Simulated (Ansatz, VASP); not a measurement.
BeTe: VASP beside Ansatz

The input POSCAR:

```
BeTe
1.0
    0.0000000000      2.8286236224      2.8286236224
    2.8286236224      0.0000000000      2.8286236224
    2.8286236224      2.8286236224      0.0000000000
Be Te
1 1
Direct
    0.0000000000      0.0000000000      0.0000000000
    0.2500000000      0.2500000000      0.2500000000
```

INCAR.step1

```
PREC = Accurate
ENCUT = 520
EDIFF = 1E-5
ISMEAR = 0
SIGMA = 0.01
LREAL = False
LASPH = True
NELM = 80
ALGO = Normal
ISIF = 2
LWAVE = True
GGA = PE
NBANDS = 11
```

The input INCAR.step2:

```
PREC = Accurate
ENCUT = 520
EDIFF = 1E-6
ISMEAR = 0
SIGMA = 0.01
LREAL = False
LASPH = True
NELM = 80
ALGO = Normal
ISIF = 2
LWAVE = False
LCHARG = True
GGA = PE
LHFCALC = True
AEXX = 0.15
PRECFOCK = Normal
LELF = True
LVHAR = True
ISTART = 1
NBANDS = 11
```

KPOINTS

```
Automatic mesh
0
Gamma
  4 4 4
```

Input for Ansatz:

```yaml
crystal:
  lattice:
    - [0.0, 2.8286236224, 2.8286236224]
    - [2.8286236224, 0.0, 2.8286236224]
    - [2.8286236224, 2.8286236224, 0.0]
  atoms:
    - { symbol: Be, position: [0.0, 0.0, 0.0] }
    - { symbol: Te, position: [0.25, 0.25, 0.25] }
kpoints:
  mp_grid: { grid: [4, 4, 4] }
hamiltonian:
  xc: { exchange: pbe, correlation: pbe, exx: { coeff: 0.15 } }
scf:
  occupations: { method: fixed }
  n_extra_bands: 4
output:
  forces: true
  stress: true
  eigenvalues: true
```

Alike in both runs: task single point; functional PBE-based global hybrid; k mesh 4 × 4 × 4; no spin polarisation.

```csv
,VASP,Ansatz
version,VASP 6.6.1,Ansatz 0.2.0
potentials or method,"VASP PAW PBE potentials, release 64 (Be, Te)",plane waves
plane-wave cutoff (eV),520,420
occupations,"gaussian, width 0.01 eV",fixed
valence electrons in the cell,8,18
```

|  | VASP | Ansatz | Ansatz less VASP |
| --- | --- | --- | --- |
| gap on the k mesh at the Fermi level (eV) | 2.83 | 2.83 | -0.004 |
| pressure (GPa) | -0.1 | 0.0 | +0.05 |

VASP's potentials were made for PBE, not for PBE-based global hybrid. VASP's potentials hold 8 valence electrons a cell and Ansatz's 18, so a difference there can come from the potentials and not from the codes. Ansatz's warnings: stress exchange threshold loose, stress scf threshold loose.

The k mesh is coarse, so the values compare programs but aren't converged. Neither program's run includes spin-orbit coupling.
